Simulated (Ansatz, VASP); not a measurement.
## Pt in VASP and in Ansatz

INCAR

```
PREC = Accurate ; ENCUT = 520
EDIFF = 1E-7 ; ISMEAR = 0
SIGMA = 0.1 ; LREAL = False
LASPH = True ; NELM = 60
ALGO = Fast ; ISIF = 2
LWAVE = False ; LCHARG = False
GGA = PE ; NBANDS = 11
```

The input KPOINTS:

```
regular mesh
0
Gamma
  18 18 18
```

POSCAR

```
Pt
1.0
    0.0000000000      1.9445342428      1.9445342428
    1.9445342428      0.0000000000      1.9445342428
    1.9445342428      1.9445342428      0.0000000000
Pt
1
Direct
    0.0000000000      0.0000000000      0.0000000000
```

Input for Ansatz:

```yaml
crystal:
  lattice:
    - [0.0, 1.9445342419, 1.9445342419]
    - [1.9445342419, 0.0, 1.9445342419]
    - [1.9445342419, 1.9445342419, 0.0]
  atoms:
    - { symbol: Pt, position: [0.0, 0.0, 0.0] }
basis:
  ecutwfc: 420
kpoints:
  mp_grid: { grid: [18, 18, 18] }
hamiltonian:
  xc: pbe
scf:
  occupations: { method: gaussian, width: 0.1 }
output:
  forces: true
  stress: true
  eigenvalues: true
```

Alike in both runs: task single point; functional PBE; k mesh 18 × 18 × 18; occupations gaussian, width 0.1 eV; no spin polarisation.

```csv
,VASP,Ansatz
version,VASP 6.6.1,Ansatz 0.2.0
potentials or method,"VASP PAW PBE potentials, release 64 (Pt), cutoff 520 eV","scalar-relativistic, plane waves, PAW"
valence electrons in the cell,10,18
```

```csv
,VASP,Ansatz,Ansatz less VASP
gap on the k mesh at the Fermi level (eV),none,none,-
pressure (GPa),17.6,18.1,+0.57
```

A gap of «none» marks a metal or a gap that the smearing closes. VASP's potentials hold 10 valence electrons a cell and Ansatz's 18, so a difference there can come from the potentials and not from the codes.

Neither program's run includes spin-orbit coupling.
